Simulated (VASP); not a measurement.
# CoO (Pm-3m) in VASP: a series of runs

CoO is run at these levels: PBE; tasks: single point.

Program: VASP 6.6.1. These are calculated values, not measurements. Logs are shortened: lines on timing, memory, paths and dates and some standing lists are left out, and cuts for length are marked.

## Step 1: The cell of the first run

Symmetry: Pm-3m, No. 221, cubic system. The conventional cell has a = 2.616 Å, b = 2.616 Å, c = 2.616 Å, α = 90.00°, β = 90.00°, γ = 90.00°. Within 3.0 Å of Co (site symmetry m-3m) lie 8 O at 2.27 Å and 6 Co at 2.62 Å. Within 3.0 Å of O (site symmetry m-3m) lie 8 Co at 2.27 Å and 6 O at 2.62 Å.

## Step 2: Single point, PBE, collinear spin, ferromagnetic start

Input file INCAR:

```
PREC = Accurate
ENCUT = 520
EDIFF = 1E-7
ISMEAR = 0
SIGMA = 0.1
LREAL = F
LASPH = T
NELM = 150
ALGO = Normal
ISIF = 2
LWAVE = F
LCHARG = F
ISPIN = 2
MAGMOM = 4.5 0
LORBIT = 11
LMAXMIX = 4
GGA = PE
NBANDS = 18
```

Input file KPOINTS:

```
Automatic mesh
0
Gamma
  16 16 16
```

Input file POSCAR:

```
CoO
1.0
    2.6161540276      0.0000000000      0.0000000000
    0.0000000000      2.6161540276      0.0000000000
    0.0000000000      0.0000000000      2.6161540276
Co O
1 1
Direct
    0.0000000000      0.0000000000      0.0000000000
    0.5000000000      0.5000000000      0.5000000000
```

Potentials or basis: VASP PAW PBE potentials, release 64 (Co, O).

The run is started by

```
cat potpaw_PBE.64/Co/POTCAR potpaw_PBE.64/O/POTCAR > POTCAR
mpirun -np 1 vasp_std > vasp.out
```

OUTCAR:

```text
PREC = Accurate
   ENCUT = 520
   EDIFF = 1E-7
   ISMEAR = 0
   LREAL = F
   LASPH = T
   NELM = 150
   ISIF = 2
   ISPIN = 2
   LORBIT = 11
   GGA = PE

 ion  position               nearest neighbor table
   1  0.000  0.000  0.000-   2 2.27   2 2.27   2 2.27   2 2.27   2 2.27   2 2.27   2 2.27   2 2.27

   2  0.500  0.500  0.500-   1 2.27   1 2.27   1 2.27   1 2.27   1 2.27   1 2.27   1 2.27   1 2.27

  LATTYP: Found a simple cubic cell.
 ALAT       =     2.6161540276

  Lattice vectors:

 A1 = (   2.6161540276,   0.0000000000,   0.0000000000)
 A2 = (   0.0000000000,   2.6161540276,   0.0000000000)
 A3 = (   0.0000000000,   0.0000000000,   2.6161540276)

Analysis of symmetry for initial positions (statically):
=====================================================================
 Subroutine PRICEL returns:
 Original cell was already a primitive cell.

 Routine SETGRP: Setting up the symmetry group for a
 simple cubic supercell.

 Subroutine GETGRP returns: Found 48 space group operations
 (whereof 48 operations were pure point group operations)
 out of a pool of 48 trial point group operations.

The static configuration has the point symmetry O_h .

Analysis of symmetry for dynamics (positions and initial velocities):
=====================================================================
 Subroutine PRICEL returns:
 Original cell was already a primitive cell.

 Routine SETGRP: Setting up the symmetry group for a
 simple cubic supercell.

 Subroutine GETGRP returns: Found 48 space group operations
 (whereof 48 operations were pure point group operations)
 out of a pool of 48 trial point group operations.

The dynamic configuration has the point symmetry O_h .

Analysis of structural, dynamic, and magnetic symmetry:
=====================================================================
 Subroutine PRICEL returns:
 Original cell was already a primitive cell.

 Routine SETGRP: Setting up the symmetry group for a
 simple cubic supercell.

 Subroutine GETGRP returns: Found 48 space group operations
 (whereof 48 operations were pure point group operations)
 out of a pool of 48 trial point group operations.

The overall configuration has the point symmetry O_h .

 Subroutine INISYM returns: Found 48 space group operations
 (whereof 48 operations are pure point group operations),
 and found     1 'primitive' translations

----------------------------------------------------------------------------------------

                                     Primitive cell

  volume of cell :      17.9056

  direct lattice vectors                    reciprocal lattice vectors
     2.616154028  0.000000000  0.000000000     0.382240491  0.000000000  0.000000000
     0.000000000  2.616154028  0.000000000     0.000000000  0.382240491  0.000000000
     0.000000000  0.000000000  2.616154028     0.000000000  0.000000000  0.382240491

  length of vectors
     2.616154028  2.616154028  2.616154028     0.382240491  0.382240491  0.382240491

  position of ions in fractional coordinates (direct lattice)
     0.000000000  0.000000000  0.000000000
     0.500000000  0.500000000  0.500000000

  ion indices of the primitive-cell ions
   primitive index   ion index
                 1           1
                 2           2

----------------------------------------------------------------------------------------

 KPOINTS: Automatic mesh

Automatic generation of k-mesh.
 Grid dimensions read from file:
 generate k-points for:   16   16   16

 Generating k-lattice:

  Cartesian coordinates                     Fractional coordinates (reciprocal lattice)
     0.023890031  0.000000000  0.000000000     0.062500000  0.000000000  0.000000000
     0.000000000  0.023890031  0.000000000     0.000000000  0.062500000  0.000000000
     0.000000000  0.000000000  0.023890031     0.000000000  0.000000000  0.062500000

  Length of vectors
     0.023890031  0.023890031  0.023890031

  Shift w.r.t. Gamma in fractional coordinates (k-lattice)
     0.000000000  0.000000000  0.000000000

 Subroutine IBZKPT returns following result:
 ===========================================

 Found    165 irreducible k-points:

 Following reciprocal coordinates:
            Coordinates               Weight
  0.000000  0.000000  0.000000      1.000000
  0.062500  0.000000  0.000000      6.000000
  0.125000  0.000000  0.000000      6.000000
  0.187500  0.000000  0.000000      6.000000
  0.250000  0.000000  0.000000      6.000000
  0.312500  0.000000  0.000000      6.000000
[... 16 lines left out ...]
  0.437500  0.125000  0.000000     24.000000
  0.500000  0.125000  0.000000     12.000000
 [... further k-points ...]
   k-points           NKPTS =    165   k-points in BZ     NKDIM =    165   number of bands    NBANDS=     18
   number of dos      NEDOS =    301   number of ions     NIONS =      2
   total plane-waves  NPLWV =   8000
   dimension x,y,z NGX =    20 NGY =   20 NGZ =   20
   dimension x,y,z NGXF=    40 NGYF=   40 NGZF=   40
   ions per type =               1   1
   NGX,Y,Z   is equivalent  to a cutoff of  12.71, 12.71, 12.71 a.u.
   NGXF,Y,Z  is equivalent  to a cutoff of  25.42, 25.42, 25.42 a.u.
 SYSTEM =  unknown system
   PREC   = accura    normal or accurate (medium, high low for compatibility)
   ISTART =      0    job   : 0-new  1-cont  2-samecut
   ICHARG =      2    charge: 1-file 2-atom 10-const
   ISPIN  =      2    spin polarized calculation?
   LNONCOLLINEAR =      F non collinear calculations
   LSORBIT =      F    spin-orbit coupling
   LASPH  =      T    aspherical Exc in radial PAW
   ENCUT  =  520.0 eV  38.22 Ry    6.18 a.u.   4.86  4.86  4.86*2*pi/ulx,y,z
   NELM   =    150;   NELMIN=  2; NELMDL= -5     # of ELM steps
   EDIFF  = 0.1E-06   stopping-criterion for ELM
   LREAL  =      F    real-space projection
   EDIFFG = 0.1E-05   stopping-criterion for IOM
   NSW    =      0    number of steps for IOM
   IBRION =     -1    ionic relax: 0-MD 1-quasi-New 2-CG
   NFREE  =      0    steps in history (QN), initial steepest desc. (CG)
   ISIF   =      2    stress and relaxation
   ISYM   =      2    0-nonsym 1-usesym 2-fastsym
   POTIM  = 0.5000    time-step for ionic-motion
   TEBEG  =    0.0;   TEEND  =   0.0 temperature during run
   PSTRESS=    0.0 pullay stress
   NELECT =      15.0000    total number of electrons
   NUPDOWN=      -1.0000    fix difference up-down
   EMIN   =  10.00;   EMAX   =-10.00  energy-range for DOS
   EFERMI =   0.00;   METHOD = LEGACY
   ISMEAR =     0;   SIGMA  =   0.10  broadening in eV -4-tet -1-fermi 0-gaus
   EFERMI_NEDOS =   21; number of points for ismear=-14 and -15
   IALGO  =     38    algorithm
   IMIX   =      4    mixing-type and parameters
     AMIX     =   0.40;   BMIX     =  1.00
     AMIX_MAG =   1.60;   BMIX_MAG =  1.00
  volume/ion in A,a.u.               =       8.95        60.42
  Fermi-wavevector in a.u.,A,eV,Ry     =   1.543270  2.916358 32.404759  2.381683
  Thomas-Fermi vector in A             =   2.648957
   LORBIT       =     11    0 simple, 1 ext, 2 COOP (PROOUT), +10 PAW based schemes
   GGA     = PE    functional components
   LHFCALC =     F    Hartree Fock is set to
   AEXX    =    0.0000 exact exchange contribution
   IVDW    =     0    specifies the selected vdW correction
   LEPSILON=     F    determine dielectric tensor
   LRPA    =     F    only Hartree local field effects (RPA)
 spin polarized calculation
 Gauss-broadening in eV      SIGMA  =   0.10
  energy-cutoff  :      520.00
  volume of cell :       17.91
 maximum number of plane-waves:       500
 NGX is ok and might be reduce to    20
   NGX =  9   NGY =  9   NGZ =  9

 number of electron      14.9999995 magnetization       3.0004598

 Free energy of the ion-electron system (eV)
  ---------------------------------------------------
  ext. energy  EPLUGINS =         0.00000000
  ---------------------------------------------------
  free energy    TOTEN  =       -12.40068069 eV

  energy without entropy =      -12.38833033  energy(sigma->0) =      -12.39450551

 E-fermi :   8.6776     XC(G=0): -12.9861

 val. band max:        8.6768185377   @ k =   0.4375   0.3125   0.0000
 cond. band min:       8.6803567242   @ k =   0.3750   0.3750   0.2500
 fundamental gap:      0.0035381865
 Fermi energy:         8.6775973183

 spin component 1

 k-point     1 :       0.0000    0.0000    0.0000
  band No.  band energies     occupation
      1     -11.6626      1.00000
      2       4.4148      1.00000
      3       4.4149      1.00000
      4       5.8793      1.00000
      5       5.8793      1.00000
      6       5.8793      1.00000
[... 10 lines left out ...]
     17      40.3592      0.00000
     18      40.3592      0.00000

 k-point     2 :       0.0625    0.0000    0.0000
  band No.  band energies     occupation
      1     -11.6226      1.00000
      2       4.3019      1.00000
      3       4.4269      1.00000
      4       5.5927      1.00000
      5       5.5927      1.00000
      6       5.7193      1.00000
[... 10 lines left out ...]
     17      39.5363      0.00000
     18      39.5363      0.00000

 k-point     3 :       0.1250    0.0000    0.0000
  band No.  band energies     occupation
      1     -11.5061      1.00000
      2       3.8263      1.00000
      3       4.4614      1.00000
      4       5.2371      1.00000
      5       5.2371      1.00000
      6       5.5916      1.00000
[... 10 lines left out ...]
     17      38.5509      0.00000
     18      38.5509      0.00000

 k-point     4 :       0.1875    0.0000    0.0000
  band No.  band energies     occupation
      1     -11.3241      1.00000
      2       3.0183      1.00000
      3       4.5135      1.00000
      4       4.9104      1.00000
      5       4.9104      1.00000
      6       5.7404      1.00000
[... 375 lines left out ...]
      4       4.3444      1.00000
      5       4.8497      1.00000
      6       6.0705      1.00000
[... 10 lines left out ...]
     17      36.4524      0.00000
     18      36.8741      0.00000

 k-point    23 :       0.4375    0.1250    0.0000
  band No.  band energies     occupation
      1     -10.3770      1.00000
      2       0.4511      1.00000
      3       3.9101      1.00000
      4       4.2554      1.00000
      5       4.8500      1.00000
      6       6.0881      1.00000
[... 10 lines left out ...]
     17      36.6287      0.00000
     18      38.6006      0.00000

 k-point    24 :       0.5000    0.1250    0.0000
  band No.  band energies     occupation
      1     -10.3230      1.00000
      2       0.3093      1.00000
      3       3.8949      1.00000
      4       4.2250      1.00000
      5       4.8520      1.00000
      6       6.0945      1.00000
[... 10 lines left out ...]
     17      36.7071      0.00000
     18      39.7044      0.00000

 [... further k-points ...]

 spin component 2

 k-point     1 :       0.0000    0.0000    0.0000
  band No.  band energies     occupation
      1     -10.9758      1.00000
      2       6.1270      1.00000
      3       6.1270      1.00000
      4       6.6794      1.00000
      5       6.6794      1.00000
      6       6.6794      1.00000
[... 10 lines left out ...]
     17      40.5203      0.00000
     18      40.5203      0.00000

 k-point     2 :       0.0625    0.0000    0.0000
  band No.  band energies     occupation
      1     -10.9339      1.00000
      2       5.7370      1.00000
      3       6.1424      1.00000
      4       6.6322      1.00000
      5       6.6322      1.00000
      6       6.7818      1.00000
[... 10 lines left out ...]
     17      39.8127      0.00000
     18      39.8127      0.00000

 k-point     3 :       0.1250    0.0000    0.0000
  band No.  band energies     occupation
      1     -10.8118      1.00000
      2       4.8761      1.00000
      3       6.1865      1.00000
      4       6.5068      1.00000
      5       6.5068      1.00000
      6       7.0196      1.00000
[... 10 lines left out ...]
     17      38.9073      0.00000
     18      38.9073      0.00000

 k-point     4 :       0.1875    0.0000    0.0000
  band No.  band energies     occupation
      1     -10.6205      1.00000
      2       3.8635      1.00000
      3       6.2534      1.00000
      4       6.3382      1.00000
      5       6.3382      1.00000
      6       7.3710      1.00000
[... 375 lines left out ...]
      4       6.0089      1.00000
      5       6.6763      1.00000
      6       8.7242      0.25495
[... 10 lines left out ...]
     17      37.0375      0.00000
     18      37.2967      0.00000

 k-point    23 :       0.4375    0.1250    0.0000
  band No.  band energies     occupation
      1      -9.6138      1.00000
      2       1.0485      1.00000
      3       5.3582      1.00000
      4       5.9478      1.00000
      5       6.6671      1.00000
      6       8.9837      0.00001
[... 10 lines left out ...]
     17      37.2431      0.00000
     18      39.0549      0.00000

 k-point    24 :       0.5000    0.1250    0.0000
  band No.  band energies     occupation
      1      -9.5557      1.00000
      2       0.8960      1.00000
      3       5.3648      1.00000
      4       5.9266      1.00000
      5       6.6645      1.00000
      6       9.0806      0.00000
[... 10 lines left out ...]
     17      37.3317      0.00000
     18      40.2308      0.00000

 [... further k-points ...]
[... 5 lines left out ...]
  --------------------------------------------------------------------------------------
  -------------------------------------------------------------------------------------
  Total       -0.0537634     -0.0537634     -0.0537634      0.0000000      0.0000000      0.0000000
  in kB       -4.8106897     -4.8106897     -4.8106897      0.0000000      0.0000000      0.0000000
  external PRESSURE =      -4.8106897 kB  Pullay stress =       0.0000000 kB

 VOLUME and BASIS-vectors are now :
 -----------------------------------------------------------------------------
  energy-cutoff  :      520.00
  volume of cell :       17.91
      direct lattice vectors                 reciprocal lattice vectors
     2.616154028  0.000000000  0.000000000     0.382240491  0.000000000  0.000000000
     0.000000000  2.616154028  0.000000000     0.000000000  0.382240491  0.000000000
     0.000000000  0.000000000  2.616154028     0.000000000  0.000000000  0.382240491

 POSITION                                       TOTAL-FORCE (eV/Angst)
 -----------------------------------------------------------------------------------
      0.00000      0.00000      0.00000         0.000000      0.000000      0.000000
      1.30808      1.30808      1.30808         0.000000      0.000000      0.000000
 -----------------------------------------------------------------------------------
    total drift:                               -0.000000      0.000000      0.000000

  FREE ENERGIE OF THE ION-ELECTRON SYSTEM (eV)
  ---------------------------------------------------
  free  energy   TOTEN  =       -12.4006806929 eV

  energy  without entropy=      -12.3883303298  energy(sigma->0) =      -12.39450551

 total charge

# of ion       s       p       d       tot
------------------------------------------
    1        0.295   0.348   7.159   7.803
    2        1.581   3.347   0.000   4.928
--------------------------------------------------
tot          1.876   3.695   7.159  12.731

 magnetization (x)

# of ion       s       p       d       tot
------------------------------------------
    1       -0.000   0.003   2.498   2.501
    2        0.019   0.425   0.000   0.444
--------------------------------------------------
tot          0.019   0.428   2.498   2.945
```

It took 62 s on 1 thread of AMD EPYC 9R45 (Zen 5), shared host; peak memory 0.17 GiB.

Results:

```
Free energy                                           : -12.4007 eV
Pressure                                              : -0.5 GPa
Band gap on the k mesh                                : zero (filled and empty bands overlap)
Net moment                                            : 3.00 μB per cell
Site moments                                          : Co +2.50; O +0.44 μB
Valence electrons inside the program's atomic spheres : Co 7.80; O 4.93
```

Caveat: a cell with one magnetic atom can't hold antiferromagnetic order, which such compounds often take; semilocal functionals often make such compounds metallic where correlation or magnetic order opens a gap, which also shifts bond lengths. With open d or f shells a metallic result of PBE can be an artefact of self-interaction; +U or a hybrid may open a gap.

[end of part 1 of 2]
